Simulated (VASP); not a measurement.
Input of a VASP 6.6.1 run:

File INCAR:

```
PREC = Accurate
ENCUT = 520
EDIFF = 1E-6
ISMEAR = 0
SIGMA = 0.02
LREAL = False
LASPH = True
NELM = 100
ALGO = Normal
ISIF = 2
LWAVE = False
LCHARG = False
GGA = PE
NBANDS = 37
```

File KPOINTS:

```
regular mesh
0
Gamma
  4 4 6
```

POSCAR

```
Cs2SrBr4
1.0
    8.7321456132      0.0000000000      0.0000000000
    0.0000000000      8.7321456132      0.0000000000
    0.0000000000      0.0000000000      4.7343809649
Cs Sr Br
2 1 4
Direct
    0.5000000000      0.0000000000      0.5000000000
    0.0000000000      0.5000000000      0.5000000000
    0.0000000000      0.0000000000      0.0000000000
    0.2365901641      0.2365901641      0.0000000000
    0.7634098359      0.2365901641      0.0000000000
    0.7634098359      0.7634098359      0.0000000000
    0.2365901641      0.7634098359      0.0000000000
```

Potentials or basis: VASP PAW PBE potentials, release 64 (Cs_sv, Sr_sv, Br).

The run is started by

```console
$ cat potpaw_PBE.64/Cs_sv/POTCAR potpaw_PBE.64/Sr_sv/POTCAR potpaw_PBE.64/Br/POTCAR > POTCAR
$ mpirun -np 1 vasp_std > vasp.out
```

**Question.** Predict the largest force.

**Answer.** 0.022 eV/Å.

**Question.** Estimate the band gap on the k mesh.

**Answer.** 2.80 eV (least direct gap 2.90 eV).

**Question.** Predict the pressure.

**Answer.** 0.1 GPa.

Forces in eV/Å, atoms in the order of the input:
```
Cs   0.000  0.000  0.000
Cs   0.000  0.000  0.000
Sr   0.000  0.000  0.000
Br   0.015  0.015  0.000
Br  -0.015  0.015  0.000
Br  -0.015 -0.015  0.000
Br   0.015 -0.015  0.000
```

Caveat: spin-orbit coupling is left out, which moves the levels of the heavy elements. A k mesh can miss the band edges.
